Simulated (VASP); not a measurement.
Write the native input for VASP 6.6.1 that does the following.

| Item | Value |
| --- | --- |
| Task | relaxation of cell and atoms |
| Functional | PBEsol |
| Potentials or basis | VASP PAW PBE potentials, release 64 (Ti_sv, Te) |
| Cutoff | 600 eV |
| k mesh | 12 × 12 × 8 |
| Occupations | gaussian, width 0.03 eV |
| Spin | no spin polarisation |
| Target pressure | 8 GPa |
| Dipole correction | no |
| Further INCAR settings | ALGO = Normal; EDIFF = 1e-07; IBRION = 2; EDIFFG = -0.002; NSW = 80; ISIF = 3 |

The structure of TiTe2 lies in POSCAR:

```
TiTe2
1.0
    3.5802227982      0.0000000000      0.0000000000
   -1.7901113991      3.1005638944      0.0000000000
    0.0000000000      0.0000000000      6.1554085297
Ti Te
1 2
Direct
    0.0000000000      0.0000000000      0.0000000000
    0.3333333333      0.6666666667      0.2812740323
    0.6666666667      0.3333333333      0.7187259677
```

These files were run (other wordings do the same):

INCAR

```
ALGO = Normal
EDIFF = 1E-7
EDIFFG = -0.002
ENCUT = 600
GGA = PS
IBRION = 2
ISIF = 3
ISMEAR = 0
LASPH = True
LCHARG = False
LREAL = False
LWAVE = False
NELM = 100
NSW = 80
PREC = Accurate
PSTRESS = 80.0
SIGMA = 0.03
```

KPOINTS

```
k-points
0
Gamma
  12 12 8
```

Potentials or basis: VASP PAW PBE potentials, release 64 (Ti_sv, Te).

Launch:

```bash
$ cat potpaw_PBE.64/Ti_sv/POTCAR potpaw_PBE.64/Te/POTCAR > POTCAR
$ mpirun -np 1 vasp_std > vasp.out
```

Results of the run:

The relaxed volume is 22.21 Å³/atom and the relaxed cell is a = 3.549 Å, b = 3.549 Å, c = 6.108 Å, α = 90.00°, β = 90.00°, γ = 120.00°. The space group after relaxing (to 0.1 Å) is P-3m1 (No. 164), the energy change on relaxing (the run minimises the enthalpy) is +24.4 meV/atom and the ionic steps are 11. The pressure after relaxing is 8.0 GPa and the band gap on the k mesh is zero (bands 12 and 13 overlap by 0.94 eV).

Caveat: the cell is relaxed towards a set pressure, so the run minimises the enthalpy, not the energy; the PAW data sets were made with another functional, which shifts forces and pressure a little; spin-orbit coupling is left out, which moves the levels of the heavy elements.

Wall time 29 min on 1 thread of Intel Xeon 8259CL (shared host), peak memory 0.36 GiB.
